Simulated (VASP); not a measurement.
Write the native input for VASP 6.6.1 that does the following.

```yaml
Task: single point
Functional: HSE06
Potentials_or_basis: VASP PAW PBE potentials, release 64 (H, F, Li_sv)
Cutoff: 520 eV
k_mesh: 1 × 1 × 1
Occupations: fermi-dirac, width 0.05 eV
Spin: no spin polarisation
Dipole_correction: no
Grid_for_exact_exchange_PRECFOCK: Fast
Further_INCAR_settings: LREAL = Auto; ALGO = Normal; EDIFF = 1e-07; NBANDS = 138
Share_of_exact_exchange: 0.25
Screening_parameter: 0.2079 1/Å
```

Li8H5F3:

```
CELL_PARAMETERS angstrom
8.00629 0.00000 0.00000
0.00000 8.00629 0.00000
0.00000 0.00000 8.00629
ATOMIC_POSITIONS crystal
H 0.24807 0.99962 0.99983
H 0.24765 0.99886 0.50109
H 0.24921 0.50208 0.50151
H 0.75280 0.99915 0.00050
H 0.75067 0.50280 0.50026
H 0.00101 0.24930 0.99949
H 0.00043 0.75094 0.00002
H 0.00131 0.74964 0.49999
H 0.49912 0.24944 0.99924
H 0.00120 0.99762 0.24822
H 0.00198 0.99878 0.75083
H 0.00085 0.50177 0.25026
H 0.00109 0.50178 0.75006
H 0.49993 0.50116 0.25092
H 0.49878 0.50047 0.74964
H 0.24869 0.25070 0.75079
H 0.24779 0.75067 0.25071
H 0.24766 0.74972 0.75002
H 0.75311 0.74888 0.25066
H 0.75299 0.74914 0.75019
F 0.25054 0.50023 0.00120
F 0.74992 0.00087 0.49993
F 0.74984 0.49952 0.00008
F 0.99939 0.24995 0.49922
F 0.49983 0.24960 0.49986
F 0.50005 0.75047 0.00019
F 0.50026 0.75172 0.50008
F 0.50023 0.00007 0.25011
F 0.50051 0.99970 0.75000
F 0.25011 0.25026 0.25113
F 0.75030 0.25031 0.25029
F 0.75029 0.25036 0.74958
Li 0.00117 0.99865 0.99957
Li 0.99988 0.99981 0.49984
Li 0.00100 0.50159 0.99962
Li 0.00056 0.50136 0.50050
Li 0.49931 0.99799 0.99976
Li 0.50053 0.99930 0.50054
Li 0.49973 0.50221 0.99977
Li 0.49968 0.50224 0.50040
Li 0.24899 0.25181 0.00090
Li 0.24898 0.25082 0.49966
Li 0.24940 0.74847 0.00064
Li 0.24979 0.75016 0.50003
Li 0.75129 0.25154 0.00056
Li 0.75042 0.24997 0.49985
Li 0.75073 0.74811 0.99999
Li 0.75015 0.75121 0.50027
Li 0.24968 0.00093 0.24950
Li 0.24972 0.99958 0.75089
Li 0.24908 0.49974 0.24904
Li 0.24906 0.50128 0.75195
Li 0.75036 0.00067 0.25030
Li 0.75025 0.00103 0.74978
Li 0.75163 0.49991 0.24873
Li 0.75118 0.49968 0.75162
Li 0.00047 0.25012 0.25136
Li 0.99948 0.24984 0.74868
Li 0.00051 0.75070 0.25068
Li 0.00061 0.75040 0.74979
Li 0.49940 0.24872 0.25188
Li 0.50015 0.24887 0.74833
Li 0.49952 0.75192 0.25122
Li 0.49968 0.75181 0.74956
```

These files were run (other wordings do the same):

POSCAR

```
Li8H5F3
1.0
    8.0062920000      0.0000000000      0.0000000000
    0.0000000000      8.0062920000      0.0000000000
    0.0000000000      0.0000000000      8.0062920000
H F Li
20 12 32
Direct
    0.2480720000      0.9996220000      0.9998290000
    0.2476450000      0.9988570000      0.5010920000
    0.2492080000      0.5020840000      0.5015060000
    0.7528010000      0.9991460000      0.0004960000
    0.7506690000      0.5028020000      0.5002590000
    0.0010130000      0.2493020000      0.9994870000
    0.0004320000      0.7509450000      0.0000180000
    0.0013150000      0.7496390000      0.4999920000
    0.4991170000      0.2494380000      0.9992360000
    0.0011980000      0.9976250000      0.2482170000
    0.0019830000      0.9987770000      0.7508310000
    0.0008490000      0.5017720000      0.2502600000
    0.0010860000      0.5017800000      0.7500620000
    0.4999270000      0.5011650000      0.2509170000
    0.4987770000      0.5004700000      0.7496440000
    0.2486870000      0.2507000000      0.7507860000
    0.2477890000      0.7506650000      0.2507100000
    0.2476570000      0.7497170000      0.7500160000
    0.7531110000      0.7488790000      0.2506600000
    0.7529860000      0.7491440000      0.7501910000
    0.2505350000      0.5002280000      0.0012010000
    0.7499180000      0.0008660000      0.4999290000
    0.7498370000      0.4995170000      0.0000820000
    0.9993920000      0.2499450000      0.4992240000
    0.4998330000      0.2495990000      0.4998570000
    0.5000490000      0.7504650000      0.0001900000
    0.5002560000      0.7517200000      0.5000840000
    0.5002270000      0.0000710000      0.2501120000
    0.5005110000      0.9996980000      0.7500020000
    0.2501080000      0.2502630000      0.2511330000
    0.7503010000      0.2503090000      0.2502920000
    0.7502940000      0.2503590000      0.7495800000
    0.0011670000      0.9986480000      0.9995750000
    0.9998800000      0.9998140000      0.4998440000
    0.0010030000      0.5015880000      0.9996160000
    0.0005650000      0.5013630000      0.5004970000
    0.4993070000      0.9979900000      0.9997590000
    0.5005300000      0.9992950000      0.5005420000
    0.4997340000      0.5022140000      0.9997710000
    0.4996790000      0.5022410000      0.5003970000
    0.2489900000      0.2518050000      0.0008990000
    0.2489780000      0.2508180000      0.4996630000
    0.2493980000      0.7484670000      0.0006380000
    0.2497940000      0.7501630000      0.5000290000
    0.7512900000      0.2515380000      0.0005570000
    0.7504180000      0.2499700000      0.4998480000
    0.7507270000      0.7481150000      0.9999920000
    0.7501510000      0.7512090000      0.5002670000
    0.2496800000      0.0009270000      0.2494960000
    0.2497190000      0.9995770000      0.7508930000
    0.2490780000      0.4997380000      0.2490420000
    0.2490570000      0.5012790000      0.7519480000
    0.7503600000      0.0006660000      0.2503050000
    0.7502480000      0.0010300000      0.7497840000
    0.7516340000      0.4999120000      0.2487260000
    0.7511800000      0.4996780000      0.7516220000
    0.0004680000      0.2501180000      0.2513610000
    0.9994770000      0.2498390000      0.7486810000
    0.0005120000      0.7507020000      0.2506850000
    0.0006060000      0.7504000000      0.7497890000
    0.4994000000      0.2487170000      0.2518750000
    0.5001520000      0.2488690000      0.7483290000
    0.4995190000      0.7519160000      0.2512210000
    0.4996760000      0.7518070000      0.7495620000
```

INCAR.step1

```
  PREC = Accurate
  ENCUT = 520
  EDIFF = 1E-5
  ISMEAR = -1
  SIGMA = 0.05
  LREAL = Auto
  LASPH = True
  NELM = 80
  ALGO = Normal
  ISIF = 2
  LWAVE = True
  GGA = PE
  NBANDS = 138
```

INCAR.step2

```
  PREC = Accurate
  ENCUT = 520
  EDIFF = 1E-7
  ISMEAR = -1
  SIGMA = 0.05
  LREAL = Auto
  LASPH = True
  NELM = 80
  ALGO = Normal
  ISIF = 2
  LWAVE = False
  LCHARG = True
  GGA = PE
  LHFCALC = True
  HFSCREEN = 0.2079
  PRECFOCK = Fast
  LELF = True
  LVHAR = True
  ISTART = 1
  NBANDS = 138
```

KPOINTS

```
Automatic mesh
0
Gamma
  1 1 1
```

Potentials or basis: VASP PAW PBE potentials, release 64 (H, F, Li_sv).

The run is started by

```sh
$ cat potpaw_PBE.64/H/POTCAR potpaw_PBE.64/F/POTCAR potpaw_PBE.64/Li_sv/POTCAR > POTCAR
$ cp INCAR.step1 INCAR
$ mpirun -np 1 vasp_gam > vasp.out
$ cp INCAR.step2 INCAR
$ mpirun -np 1 vasp_gam > vasp.out
```

It gave:

```
Largest force          : 0.092 eV/Å
Band gap on the k mesh : 5.79 eV
```

Caveat: the k points lie up to 0.78 Å⁻¹ apart; the PAW data sets were made with another functional, which shifts forces and pressure a little; an odd mesh through Γ misses points on the zone boundary, where band edges can lie.

Wall time 7.7 min on 1 thread of AMD EPYC 7R13 Processor (Zen 3), with other jobs on the host, peak memory 0.62 GiB.
